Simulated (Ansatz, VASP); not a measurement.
GaSb: VASP beside Ansatz

Contents of INCAR:

```
PREC = Accurate ; ENCUT = 520
EDIFF = 1E-6 ; ISMEAR = -1
SIGMA = 0.15 ; LREAL = F
LASPH = T ; NELM = 100
ALGO = Normal ; ISIF = 2
LWAVE = F ; LCHARG = F
NBANDS = 16
```

The input KPOINTS:

```
Automatic mesh
0
Gamma
  12 12 12
```

POSCAR

```
GaSb
1.0
    0.0000000000      3.0451013715      3.0451013715
    3.0451013715      0.0000000000      3.0451013715
    3.0451013715      3.0451013715      0.0000000000
Ga Sb
1 1
Direct
    0.0000000000      0.0000000000      0.0000000000
    0.7500000000      0.7500000000      0.7500000000
```

Input for Ansatz:

```yaml
crystal:
  lattice:
    - [0.0, 3.0451013715, 3.0451013715]
    - [3.0451013715, 0.0, 3.0451013715]
    - [3.0451013715, 3.0451013715, 0.0]
  atoms:
    - { symbol: Ga, position: [0.0, 0.0, 0.0] }
    - { symbol: Sb, position: [0.75, 0.75, 0.75] }
basis:
  ecutwfc: 420
kpoints:
  mp_grid: { grid: [12, 12, 12] }
hamiltonian:
  xc: lda
scf:
  occupations: { method: fermi_dirac, width: 0.15 }
output:
  forces: true
  stress: true
  eigenvalues: true
  write_density: true
  write_potential: true
  elf: true
  volumetric_format: npy
```

Alike in both runs: task single point; functional LDA; k mesh 12 × 12 × 12; occupations fermi-dirac, width 0.15 eV; no spin polarisation.

```csv
,VASP,Ansatz
version,VASP 6.6.1,Ansatz 0.2.0
potentials or method,"VASP PAW LDA potentials, release 64 (Ga_d, Sb), cutoff 520 eV","scalar-relativistic, plane waves, PAW"
valence electrons in the cell,18,28
```

```csv
,VASP,Ansatz,Ansatz less VASP
gap on the k mesh at the Fermi level (eV),none,none,-
pressure (GPa),-0.9,-1.0,-0.18
```

LDA's correlation is that of Perdew and Zunger in VASP and of Perdew and Wang (1992) in Ansatz. A gap of «none» marks a metal or a gap that the smearing closes. VASP's potentials hold 18 valence electrons a cell and Ansatz's 28, so a difference there can come from the potentials and not from the codes.

Neither program's run includes spin-orbit coupling.
